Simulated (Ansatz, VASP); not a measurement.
## Ge5Pt: VASP beside Ansatz

```xyz
12
Lattice="4.0500 0.0000 0.0000 -2.0250 3.5074 0.0000 0.0000 0.0000 17.0000" Properties=species:S:1:pos:R:3 pbc="T T T"
Ge    2.0250    1.1691   16.6005
Ge    2.0250    1.1691   14.1508
Ge    0.0000    2.3383    0.3995
Ge    0.0000    2.3383    2.8492
Ge    0.0000    0.0000    3.6499
Ge    0.0000    0.0000    6.0996
Ge    0.0000    0.0000   13.3501
Ge    0.0000    0.0000   10.9004
Ge    2.0250    1.1691    9.3007
Ge    0.0000    2.3383    7.6993
Pt    2.0250    1.1691    6.9003
Pt    0.0000    2.3383   10.0997
```

Alike in both runs: task relaxation of cell and atoms; functional PBE; k mesh 5 × 5 × 1; occupations gaussian, width 0.2 eV; no spin polarisation.

|  | VASP | Ansatz |
| --- | --- | --- |
| version | VASP 6.6.1 | Ansatz 0.2.0 |
| potentials or method | VASP PAW PBE potentials, release 64 (Ge_d, Pt), cutoff 600 eV | scalar-relativistic, plane waves, PAW |
| valence electrons in the cell | 160 | 176 |

|  | VASP | Ansatz | Ansatz less VASP |
| --- | --- | --- | --- |
| gap on the k mesh at the Fermi level, each at its own relaxed structure (eV) | none | none | - |
| relaxed volume (Å³/atom) | 22.34 | 22.31 | -0.029 |
| relaxed length of the cell vector where the two differ most in proportion (Å) | 17.533 | 17.571 | +0.0380 |

A gap of «none» marks a metal or a gap that the smearing closes. VASP's potentials hold 160 valence electrons a cell and Ansatz's 176, so a difference there can come from the potentials and not from the codes.

The k mesh is coarse, so the values compare programs but aren't converged. Neither program's run includes spin-orbit coupling.
